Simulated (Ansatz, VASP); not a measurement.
# One calculation of SnSe, two programs

```
CELL_PARAMETERS angstrom
11.67615 0.00000 0.00000
0.00000 4.12498 0.00000
0.00000 0.00000 4.69753
ATOMIC_POSITIONS crystal
Sn 0.12006 0.25000 0.12461
Sn 0.37994 0.75000 0.62461
Sn 0.62006 0.25000 0.37539
Sn 0.87994 0.75000 0.87539
Se 0.35210 0.25000 0.01179
Se 0.14790 0.75000 0.51179
Se 0.85210 0.25000 0.48821
Se 0.64790 0.75000 0.98821
```

Alike in both runs: functional r2SCAN; k mesh 4 × 6 × 6; occupations gaussian, width 0.02 eV; no spin polarisation.

Ansatz relaxed the structure, and its values are those at the end. VASP's run is a single point on that final structure, the one shown.

|  | VASP | Ansatz |
| --- | --- | --- |
| version | VASP 6.6.1 | Ansatz 0.2.0 |
| potentials or method | VASP PAW PBE potentials, release 64 (Sn_d, Se), cutoff 520 eV | scalar-relativistic, plane waves, PAW |
| valence electrons in the cell | 80 | 120 |

Ansatz gave:

```
gap on the k mesh at the Fermi level (eV) : 1.02
least direct gap on the mesh (eV)         : 1.37
pressure (GPa)                            : 0.0
rms of the force components (eV/Å)        : 0.001
```

**Question.** Which values does VASP return?

**Answer.** gap on the k mesh at the Fermi level (eV): 1.02; least direct gap on the mesh (eV): 1.36; pressure (GPa): 0.0; rms of the force components (eV/Å): 0.011.

VASP's potentials were made for PBE, not for r2SCAN. VASP's potentials hold 80 valence electrons a cell and Ansatz's 120, so a difference there can come from the potentials and not from the codes.
